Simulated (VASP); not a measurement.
Set up this calculation in VASP 6.6.1, as the native input.

| Quantity | Value |
| --- | --- |
| Task | single point |
| Functional | PBEsol |
| Potentials or basis | VASP PAW PBE potentials, release 64 (Mo_sv) |
| Cutoff | 520 eV |
| k mesh | 18 × 18 × 18 |
| Occupations | gaussian, width 0.1 eV |
| Spin | no spin polarisation |
| Dipole correction | no |
| Further INCAR settings | ALGO = Normal; EDIFF = 1e-06; NBANDS = 13 |

The structure of Mo lies in POSCAR:

```
Mo
1.0
    0.0000000000     -1.9803974445     -1.9803974445
    1.9803974445      0.0000000000     -1.9803974445
    1.9803974445     -1.9803974445      0.0000000000
Mo
1
Direct
    0.0000000000      0.0000000000      0.0000000000
```

One way to write it, as run:

INCAR

```
SYSTEM = Mo
ALGO     = Normal         ! electronic algorithm
EDIFF    = 1E-6           ! SCF threshold, eV
ENCUT    = 520            ! plane-wave cutoff, eV
GGA      = PS             ! functional
ISIF     = 2              ! what is computed and relaxed
ISMEAR   = 0              ! smearing method
LASPH    = .True.         ! aspherical terms in the spheres
LCHARG   = .False.        ! write CHGCAR
LREAL    = .False.        ! projectors in reciprocal space
LWAVE    = .False.        ! write WAVECAR
NBANDS   = 13             ! bands
NELM     = 100            ! most SCF steps
PREC     = Accurate       ! precision mode
SIGMA    = 0.1            ! smearing width, eV
```

KPOINTS

```
k-points
0
Gamma
  18 18 18
  0 0 0
```

Potentials or basis: VASP PAW PBE potentials, release 64 (Mo_sv).

Run with:

```sh
$ cat potpaw_PBE.64/Mo_sv/POTCAR > POTCAR
$ mpirun -np 1 vasp_std > vasp.out
```

It gave:

```
Pressure               : 0.5 GPa
Band gap on the k mesh : zero (band 7 reaches 16.30 eV, above the bottom of band 8 at 11.38 eV)
```

Caveat: the PAW data sets were made with another functional, which shifts forces and pressure a little.

It took 53 s on 1 thread of Intel Xeon 6975P-C (shared host), peak memory 0.17 GiB.
